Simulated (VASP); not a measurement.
Runs of VASP 6.6.1 on NiO. The structure is that of space group Fm-3m (No. 225), or close to it. The cells are those of the table. 

```csv
cell,gap on the mesh (eV),pressure (GPa),moment (μB)
"a = 2.972 Å, angles 59.3°, 2 atoms",none,3.8,1.71
"a = 2.928, b = 2.928, c = 2.898 Å, angles 60.3, 60.3, 59.3°, 2 atoms",none,11.8,1.58
"a = 2.914 Å, angles 62.0°, 2 atoms",none,3.8,1.71
"a = 2.958 Å, angles 60.0°, 2 atoms",none,3.8,1.71
"a = 2.967 Å, angles 60.0°, 2 atoms",none,(a),1.74
```

Alike in all rows: task electric field gradients; level PBE; potentials or basis VASP PAW PBE potentials, release 64 (Ni, O); spin collinear, ferromagnetic start; k mesh 17 × 17 × 17; cutoff (eV) 520; smearing fermi-dirac 0.03 eV.

Fill in the values left out.

(a) 2.0.

Caveats: a cell with one magnetic atom can't hold antiferromagnetic order, which such compounds often take; semilocal functionals often make such compounds metallic where correlation or magnetic order opens a gap, which also shifts bond lengths; the cell stands under pressure (at least some runs).

A gap of «none» marks levels without a gap at the run's occupations.
